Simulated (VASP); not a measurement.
Ga: single point with PBE

Crystal: Ga.

```xyz
1
Lattice="-1.4040 1.4040 2.2067 1.4040 -1.4040 2.2067 1.4040 1.4040 -2.2067" Properties=species:S:1:pos:R:3 pbc="T T T"
Ga    0.0000    0.0000    0.0000
```

This cell differs from its parent crystal: zz strain of -1 %.

| Property | Result |
| --- | --- |
| Program | VASP 6.6.1 |
| Task | single point |
| Functional | PBE |
| Potentials or basis | VASP PAW PBE potentials, release 64 (Ga_d) |
| Cutoff | 520 eV |
| k mesh | 14 × 14 × 16 |
| Occupations | fermi-dirac, width 0.05 eV |
| Spin | no spin polarisation |
| Dipole correction | no |
| Further INCAR settings | ALGO = Normal; EDIFF = 1e-06; NBANDS = 12; ISYM = 0 |

```yaml
Pressure: 5.1 GPa
```

Stress tensor (GPa, compression positive):
```
 5.19 -0.08  0.09
-0.08  5.19  0.09
 0.09  0.09  4.79
```

Levels at points of the mesh, in eV from the Fermi level:
```tsv
k point	band 2	band 3	band 4	band 5	band 6	band 7	band 8	band 9	band 10	band 11
(0.00, 0.00, 0.00)	-14.99	-14.99	-14.95	-14.82	-11.73	13.10	13.10	13.18	16.40	16.54
(0.50, 0.00, 0.00)	-15.08	-14.97	-14.78	-14.74	-5.02	-4.39	8.96	11.86	13.09	15.57
(0.00, 0.50, 0.00)	-15.08	-14.97	-14.78	-14.74	-5.02	-4.39	8.96	11.86	13.09	15.57
(0.50, 0.50, 0.00)	-15.18	-14.78	-14.77	-14.67	-2.38	-1.42	4.22	5.05	8.24	8.32
(0.00, 0.00, 0.50)	-15.18	-14.78	-14.77	-14.67	-2.38	-1.42	4.22	5.05	8.24	8.32
(0.50, 0.00, 0.50)	-15.08	-14.97	-14.78	-14.74	-5.02	-4.39	8.96	11.86	13.09	15.57
(0.00, 0.50, 0.50)	-15.08	-14.97	-14.78	-14.74	-5.02	-4.39	8.96	11.86	13.09	15.57
(0.50, 0.50, 0.50)	-15.18	-14.75	-14.74	-14.74	-3.73	-3.70	6.44	6.44	9.69	10.53
```

Wall time 6 min on 1 thread of AMD EPYC 7R13 (shared host), peak memory 0.38 GiB.

Caveat: the cell differs from its parent crystal (zz strain of -1 %).
